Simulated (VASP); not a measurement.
# Pt in VASP: single point with PBE

Aim: the single point of Pt with PBE.

Program: VASP 6.6.1. These are calculated values, not measurements. Logs are shortened: lines on timing, memory, paths and dates and some standing lists are left out, and cuts for length are marked.

## (1) The cell of the first run

The cell holds a sheet with vacuum, 1 atom: a = 2.523 Å, b = 2.523 Å, c = 23.800 Å, α = 90.00°, β = 90.00°, γ = 90.00°.

## (2) Single point, PBE

The input, POSCAR:

```
Pt
1.0
    2.5230809495      0.0000000000      0.0000000000
    0.0000000000      2.5230809495      0.0000000000
    0.0000000000      0.0000000000     23.8000000000
Pt
1
Direct
    0.0000000000      0.0000000000      0.2941176471
```

The input, INCAR.step1:

```
  PREC = Accurate
  ENCUT = 520
  EDIFF = 1E-7
  ISMEAR = 0
  SIGMA = 0.1
  LREAL = F
  LASPH = T
  NELM = 80
  ALGO = Normal
  ISIF = 2
  LWAVE = F
  LCHARG = T
  LMAXMIX = 4
  LDIPOL = T
  IDIPOL = 3
  DIPOL = 0.5 0.5 0.294
  GGA = PE
  NBANDS = 11
```

The input, KPOINTS.step1:

```
regular mesh
0
Gamma
  22 22 1
```

The input, INCAR.step2:

```
  PREC = Accurate
  ENCUT = 520
  EDIFF = 1E-7
  ISMEAR = -5
  SIGMA = 0.1
  LREAL = F
  LASPH = T
  NELM = 80
  ALGO = Normal
  ISIF = 2
  LWAVE = F
  LCHARG = F
  LMAXMIX = 4
  LDIPOL = T
  IDIPOL = 3
  DIPOL = 0.5 0.5 0.294
  GGA = PE
  LORBIT = 10
  NBANDS = 11
  NEDOS = 1001
  ICHARG = 11
```

The input, KPOINTS.step2:

```
regular mesh
0
Gamma
  33 33 1
```

Potentials or basis: VASP PAW PBE potentials, release 64 (Pt).

Started as:

```
cat potpaw_PBE.64/Pt/POTCAR > POTCAR
cp INCAR.step1 INCAR
cp KPOINTS.step1 KPOINTS
mpirun -np 1 vasp_std > vasp.out
cp INCAR.step2 INCAR
cp KPOINTS.step2 KPOINTS
mpirun -np 1 vasp_std > vasp.out
```

OUTCAR:

```text
PREC = Accurate
   ENCUT = 520
   EDIFF = 1E-7
   ISMEAR = -5
   LREAL = F
   LASPH = T
   NELM = 80
   ISIF = 2
   GGA = PE
   LORBIT = 10
   ICHARG = 11

 ion  position               nearest neighbor table
   1  0.000  0.000  0.294-

  LATTYP: Found a simple tetragonal cell.
 ALAT       =     2.5230809495
 C/A-ratio  =     9.4329117759

  Lattice vectors:

 A1 = (   2.5230809495,   0.0000000000,   0.0000000000)
 A2 = (   0.0000000000,   2.5230809495,   0.0000000000)
 A3 = (   0.0000000000,   0.0000000000,  23.8000000000)

Analysis of symmetry for initial positions (statically):
=====================================================================
 Subroutine PRICEL returns:
 Original cell was already a primitive cell.

 Routine SETGRP: Setting up the symmetry group for a
 simple tetragonal supercell.

 Subroutine GETGRP returns: Found 16 space group operations
 (whereof  8 operations were pure point group operations)
 out of a pool of 16 trial point group operations.

The static configuration has the point symmetry C_4v.
 The point group associated with its full space group is D_4h.

Analysis of symmetry for dynamics (positions and initial velocities):
=====================================================================
 Subroutine PRICEL returns:
 Original cell was already a primitive cell.

 Routine SETGRP: Setting up the symmetry group for a
 simple tetragonal supercell.

 Subroutine GETGRP returns: Found 16 space group operations
 (whereof  8 operations were pure point group operations)
 out of a pool of 16 trial point group operations.

The dynamic configuration has the point symmetry C_4v.
 The point group associated with its full space group is D_4h.

 Subroutine INISYM returns: Found 16 space group operations
 (whereof  8 operations are pure point group operations),
 and found     1 'primitive' translations

----------------------------------------------------------------------------------------

                                     Primitive cell

  volume of cell :     151.5093

  direct lattice vectors                    reciprocal lattice vectors
     2.523080950  0.000000000  0.000000000     0.396340831  0.000000000  0.000000000
     0.000000000  2.523080950  0.000000000     0.000000000  0.396340831  0.000000000
     0.000000000  0.000000000 23.800000000     0.000000000  0.000000000  0.042016807

  length of vectors
     2.523080950  2.523080950 23.800000000     0.396340831  0.396340831  0.042016807

  position of ions in fractional coordinates (direct lattice)
     0.000000000  0.000000000  0.294117647

  ion indices of the primitive-cell ions
   primitive index   ion index
                 1           1

----------------------------------------------------------------------------------------

 KPOINTS: regular mesh

Automatic generation of k-mesh.
 Grid dimensions read from file:
 generate k-points for:   33   33    1

 Generating k-lattice:

  Cartesian coordinates                     Fractional coordinates (reciprocal lattice)
     0.012010328  0.000000000  0.000000000     0.030303030  0.000000000  0.000000000
     0.000000000  0.012010328  0.000000000     0.000000000  0.030303030  0.000000000
     0.000000000  0.000000000  0.042016807     0.000000000  0.000000000  1.000000000

  Length of vectors
     0.012010328  0.012010328  0.042016807

  Shift w.r.t. Gamma in fractional coordinates (k-lattice)
     0.000000000  0.000000000  0.000000000

 TETIRR: Found   1599 inequivalent tetrahedra from     6534

 Subroutine IBZKPT returns following result:
 ===========================================

 Found    153 irreducible k-points:

 Following reciprocal coordinates:
            Coordinates               Weight
  0.000000  0.000000  0.000000      1.000000
  0.030303  0.000000  0.000000      4.000000
  0.060606  0.000000  0.000000      4.000000
  0.090909  0.000000  0.000000      4.000000
  0.121212  0.000000  0.000000      4.000000
  0.151515  0.000000  0.000000      4.000000
[... 16 lines left out ...]
  0.181818  0.030303  0.000000      8.000000
  0.212121  0.030303  0.000000      8.000000
 [... further k-points ...]
   k-points           NKPTS =    153   k-points in BZ     NKDIM =    153   number of bands    NBANDS=     11
   number of dos      NEDOS =   1001   number of ions     NIONS =      1
   total plane-waves  NPLWV =  72000
   dimension x,y,z NGX =    20 NGY =   20 NGZ =  180
   dimension x,y,z NGXF=    40 NGYF=   40 NGZF=  360
   ions per type =               1
   NGX,Y,Z   is equivalent  to a cutoff of  13.18, 13.18, 12.57 a.u.
   NGXF,Y,Z  is equivalent  to a cutoff of  26.36, 26.36, 25.15 a.u.
 SYSTEM =  unknown system
   PREC   = accura    normal or accurate (medium, high low for compatibility)
   ISTART =      0    job   : 0-new  1-cont  2-samecut
   ICHARG =     11    charge: 1-file 2-atom 10-const
   ISPIN  =      1    spin polarized calculation?
   LNONCOLLINEAR =      F non collinear calculations
   LSORBIT =      F    spin-orbit coupling
   LASPH  =      T    aspherical Exc in radial PAW
   ENCUT  =  520.0 eV  38.22 Ry    6.18 a.u.   4.69  4.69 44.25*2*pi/ulx,y,z
   NELM   =     80;   NELMIN=  2; NELMDL=  0     # of ELM steps
   EDIFF  = 0.1E-06   stopping-criterion for ELM
   LREAL  =      F    real-space projection
   EDIFFG = 0.1E-05   stopping-criterion for IOM
   NSW    =      0    number of steps for IOM
   IBRION =     -1    ionic relax: 0-MD 1-quasi-New 2-CG
   NFREE  =      0    steps in history (QN), initial steepest desc. (CG)
   ISIF   =      2    stress and relaxation
   ISYM   =      2    0-nonsym 1-usesym 2-fastsym
   POTIM  = 0.5000    time-step for ionic-motion
   TEBEG  =    0.0;   TEEND  =   0.0 temperature during run
   PSTRESS=    0.0 pullay stress
   NELECT =      10.0000    total number of electrons
   NUPDOWN=      -1.0000    fix difference up-down
   EMIN   =  10.00;   EMAX   =-10.00  energy-range for DOS
   EFERMI =   0.00;   METHOD = LEGACY
   ISMEAR =    -5;   SIGMA  =   0.10  broadening in eV -4-tet -1-fermi 0-gaus
   EFERMI_NEDOS =   21; number of points for ismear=-14 and -15
   IALGO  =     38    algorithm
   IMIX   =      4    mixing-type and parameters
     AMIX     =   0.40;   BMIX     =  1.00
     AMIX_MAG =   1.60;   BMIX_MAG =  1.00
  volume/ion in A,a.u.               =     151.51      1022.44
  Fermi-wavevector in a.u.,A,eV,Ry     =   0.661599  1.250241  5.955456  0.437714
  Thomas-Fermi vector in A             =   1.734409
   LORBIT       =     10    0 simple, 1 ext, 2 COOP (PROOUT), +10 PAW based schemes
   GGA     = PE    functional components
   LHFCALC =     F    Hartree Fock is set to
   AEXX    =    0.0000 exact exchange contribution
   IVDW    =     0    specifies the selected vdW correction
   LEPSILON=     F    determine dielectric tensor
   LRPA    =     F    only Hartree local field effects (RPA)
 non-spin polarized calculation
 Fermi weights with tetrahedron method with Bloechl corrections
  energy-cutoff  :      520.00
  volume of cell :      151.51
 maximum number of plane-waves:      4149
 NGX is ok and might be reduce to    20

 number of electron      10.0000003 magnetization

 dipolmoment           0.000000      0.000000     -0.000084 electrons x Angstroem

 Free energy of the ion-electron system (eV)
  ---------------------------------------------------
  ext. energy  EPLUGINS =         0.00000000
  ---------------------------------------------------
  free energy    TOTEN  =        -4.75705082 eV

  energy without entropy =       -4.75705082  energy(sigma->0) =       -4.75705082

 E-fermi :  -4.5084     XC(G=0):  -2.0545

 val. band max:       -4.4904550395   @ k =   0.0000   0.0000   0.0000
 cond. band min:      -4.5008308772   @ k =   0.4545   0.0909   0.0000
 fundamental gap:     -0.0103758378
 Fermi energy:        -4.5083619188

 k-point     1 :       0.0000    0.0000    0.0000
  band No.  band energies     occupation
      1     -11.6114      2.00000
      2     -10.3770      2.00000
      3      -6.7462      2.00000
      4      -4.4905      1.64919
      5      -4.4905     -0.02568
      6      -3.5767      0.00000
      7      -2.7289      0.00000
      8       1.4078      0.00000
      9       1.8019      0.00000
     10       1.9002      0.00000
     11       2.7194      0.00000

 k-point     2 :       0.0303    0.0000    0.0000
  band No.  band energies     occupation
      1     -11.5777      2.00000
      2     -10.3541      2.00000
      3      -6.7361      2.00000
      4      -4.5827      2.02288
      5      -4.4872      0.02022
      6      -3.6045      0.00000
      7      -2.6419      0.00000
      8       1.4286      0.00000
      9       1.8253      0.00000
     10       1.9216      0.00000
     11       2.7432      0.00000

 k-point     3 :       0.0606    0.0000    0.0000
  band No.  band energies     occupation
      1     -11.4805      2.00000
      2     -10.2823      2.00000
      3      -6.7061      2.00000
      4      -4.8185      2.00000
      5      -4.4774     -0.09726
      6      -3.6862      0.00000
      7      -2.4205      0.00000
      8       1.4910      0.00000
      9       1.8954      0.00000
     10       1.9857      0.00000
     11       2.8143      0.00000

 k-point     4 :       0.0909    0.0000    0.0000
  band No.  band energies     occupation
      1     -11.3322      2.00000
      2     -10.1512      2.00000
      3      -6.6568      2.00000
      4      -5.1317      2.00000
      5      -4.4615     -0.18182
      6      -3.8165      0.00000
      7      -2.1265      0.00000
      8       1.5950      0.00000
      9       2.0115      0.00000
     10       2.0925      0.00000
     11       2.9322      0.00000

 k-point     5 :       0.1212    0.0000    0.0000
  band No.  band energies     occupation
      1     -11.1538      2.00000
      2      -9.9440      2.00000
      3      -6.5889      2.00000
      4      -5.4801      2.00000
      5      -4.4399     -0.06995
      6      -3.9877      0.00000
      7      -1.7954      0.00000
      8       1.7403      0.00000
      9       2.1726      0.00000
     10       2.2421      0.00000
     11       3.0958      0.00000
[... 211 lines left out ...]
 k-point    21 :       0.1212    0.0303    0.0000
  band No.  band energies     occupation
      1     -11.1122      2.00000
      2      -9.9294      2.00000
      3      -6.5793      2.00000
      4      -5.4850      2.00000
      5      -4.4957      0.71422
      6      -4.0170      0.00000
      7      -1.7363      0.00000
      8       1.7612      0.00000
      9       2.1960      0.00000
     10       2.2635      0.00000
     11       3.1197      0.00000

 k-point    22 :       0.1515    0.0303    0.0000
  band No.  band energies     occupation
      1     -10.9252      2.00000
      2      -9.6302      2.00000
      3      -6.4947      2.00000
      4      -5.8417      2.00000
      5      -4.4687      0.36708
      6      -4.2199     -0.02039
      7      -1.3876      0.00000
      8       1.9480      0.00000
      9       2.4011      0.00000
     10       2.4559      0.00000
     11       3.3280      0.00000

 k-point    23 :       0.1818    0.0303    0.0000
  band No.  band energies     occupation
      1     -10.7502      2.00000
      2      -9.2252      2.00000
      3      -6.3949      2.00000
      4      -6.1982      2.00000
      5      -4.4434      0.55353
      6      -4.4373     -0.02463
      7      -1.0209      0.00000
      8       2.1759      0.00000
      9       2.6493      0.00000
     10       2.6911      0.00000
     11       3.5796      0.00000

 k-point    24 :       0.2121    0.0303    0.0000
  band No.  band energies     occupation
      1     -10.5919      2.00000
      2      -8.7189      2.00000
      3      -6.5444      2.00000
      4      -6.2821      2.00000
      5      -4.6770      2.06357
      6      -4.4028     -0.12122
      7      -0.6375      0.00000
      8       2.4450      0.00000
      9       2.9398      0.00000
     10       2.9691      0.00000
     11       3.8734      0.00000

 [... further k-points ...]

------------------------ aborting loop because EDIFF is reached ----------------------------------------

 vacuum level on the upper side and lower side of the slab       (xc-potential included)        -0.036        -0.034

  FORCE on cell =-STRESS in cart. coord.  units (eV):
  Direction    XX          YY          ZZ          XY          YZ          ZX
  --------------------------------------------------------------------------------------
  -------------------------------------------------------------------------------------
  Total       -0.0467409     -0.0467409      0.0043693      0.0000000      0.0000000     -0.0000000
  in kB       -0.4942746     -0.4942746      0.0462045      0.0000000      0.0000000     -0.0000000
  external PRESSURE =      -0.3141149 kB  Pullay stress =       0.0000000 kB

 VOLUME and BASIS-vectors are now :
 -----------------------------------------------------------------------------
  energy-cutoff  :      520.00
  volume of cell :      151.51
      direct lattice vectors                 reciprocal lattice vectors
     2.523080950  0.000000000  0.000000000     0.396340831  0.000000000  0.000000000
     0.000000000  2.523080950  0.000000000     0.000000000  0.396340831  0.000000000
     0.000000000  0.000000000 23.800000000     0.000000000  0.000000000  0.042016807

 POSITION                                       TOTAL-FORCE (eV/Angst)
 -----------------------------------------------------------------------------------
      0.00000      0.00000      7.00000         0.000000      0.000000     -0.000000
 -----------------------------------------------------------------------------------
    total drift:                                0.000000     -0.000000     -0.012026

  FREE ENERGIE OF THE ION-ELECTRON SYSTEM (eV)
  ---------------------------------------------------
  free  energy   TOTEN  =        -4.7570508230 eV

  energy  without entropy=       -4.7570508230  energy(sigma->0) =       -4.75705082

 vacuum level on the upper side and lower side of the slab         1.661         1.663

 total charge

# of ion       s       p       d       tot
------------------------------------------
    1        0.763   0.366   8.025   9.154
```

Run time: 1.8 min. Hardware: 1 thread of AMD EPYC 9R45 (Zen 5), shared host; peak memory 0.38 GiB.

Results:

```
Valence electrons inside the program's atomic spheres : Pt 9.15
```

Caveat: spin-orbit coupling is left out, which moves the levels of the heavy elements; tetrahedron occupations give inexact forces and stress in metals.
